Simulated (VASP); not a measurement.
Sr, 2 atoms in the cell. The structure is hexagonal, space group P6_3/mmc (No. 194). Conventional cell: a = 4.395 Å, b = 4.395 Å, c = 7.188 Å, α = 90.00°, β = 90.00°, γ = 120.00°. Within 5.8 Å of Sr (site symmetry -6m2) lie 12 Sr at 4.39 to 4.40 Å.  This cell differs from its parent crystal: volume scaled by 1.06.

```yaml
Program: VASP 6.6.1
Task: electric field gradients
Functional: LDA
Potentials_or_basis: VASP PAW LDA potentials, release 64 (Sr_sv)
Cutoff: 520 eV
k_mesh: 10 × 10 × 5
Occupations: fermi-dirac, width 0.08 eV
Spin: no spin polarisation
Dipole_correction: no
Further_INCAR_settings: ALGO = Normal; EDIFF = 1e-08; NBANDS = 17
```

Potentials or basis: VASP PAW LDA potentials, release 64 (Sr_sv).

The run is started by

```bash
$ cat potpaw_LDA.64/Sr_sv/POTCAR > POTCAR
$ mpirun -np 1 vasp_std > vasp.out
```

Hardware: 1 thread of AMD EPYC 9R45 96-Core Processor (Zen 5), with other jobs on the host.

Task: How long does it take, and how much memory?

Result: It took 42 s on 1 thread of AMD EPYC 9R45 96-Core Processor (Zen 5), with other jobs on the host, peak memory 0.21 GiB. Counts: scf iterations 13, k points 42.
